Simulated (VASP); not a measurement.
A run of VASP 6.6.1 is set up as follows.

Contents of INCAR:

```
SYSTEM = Al3GaO6
ALGO = Normal
EDIFF = 1E-6
ENCUT = 600
GGA = PE
GGA_COMPAT = .FALSE.
ISIF = 2
ISMEAR = 0
LASPH = .TRUE.
LCHARG = .TRUE.
LELF = .TRUE.
LREAL = .FALSE.
LVHAR = .TRUE.
LWAVE = .FALSE.
NBANDS = 40
NELM = 120
PREC = Accurate
SIGMA = 0.1
```

The input KPOINTS:

```
k-points
0
G
  6 6 6
  0 0 0
```

File POSCAR:

```
Al3GaO6
1.0
    2.4355856015      1.4061860027      4.4147245870
   -2.4355856015      1.4061860027      4.4147245870
    0.0000000000     -2.8123720053      4.4147245870
Al Ga O
3 1 6
Direct
    0.8520316513      0.8520316513      0.8520316513
    0.6464617280      0.6464617280      0.6464617280
    0.1510246814      0.1510246814      0.1510246814
    0.3585856762      0.3585856762      0.3585856762
    0.0418518745      0.4428601764      0.7657463231
    0.7657463231      0.0418518745      0.4428601764
    0.4428601764      0.7657463231      0.0418518745
    0.9336254372      0.5564353810      0.2513770709
    0.2513770709      0.9336254372      0.5564353810
    0.5564353810      0.2513770709      0.9336254372
```

Potentials or basis: VASP PAW PBE potentials, release 64 (Al, Ga_d, O).

The run is started by

```sh
$ cat potpaw_PBE.64/Al/POTCAR potpaw_PBE.64/Ga_d/POTCAR potpaw_PBE.64/O/POTCAR > POTCAR
$ mpirun -np 1 vasp_std > vasp.out
```

Task: Estimate the largest force.

Result: 0.050 eV/Å.

Task: What does it give for the band gap on the k mesh?

Result: 4.56 eV, indirect (least direct gap 4.63 eV).

Task: What does it give for the pressure?

Result: -0.2 GPa.

Forces in eV/Å, atoms in the order of the input:
```
Al   0.000  0.000 -0.003
Al   0.000  0.000  0.003
Al   0.000  0.000 -0.003
Ga   0.000  0.000  0.009
O   -0.029 -0.033  0.023
O    0.043 -0.008  0.023
O   -0.014  0.042  0.023
O   -0.018  0.004 -0.025
O    0.006 -0.018 -0.025
O    0.012  0.014 -0.025
```

A k mesh can miss the band edges.
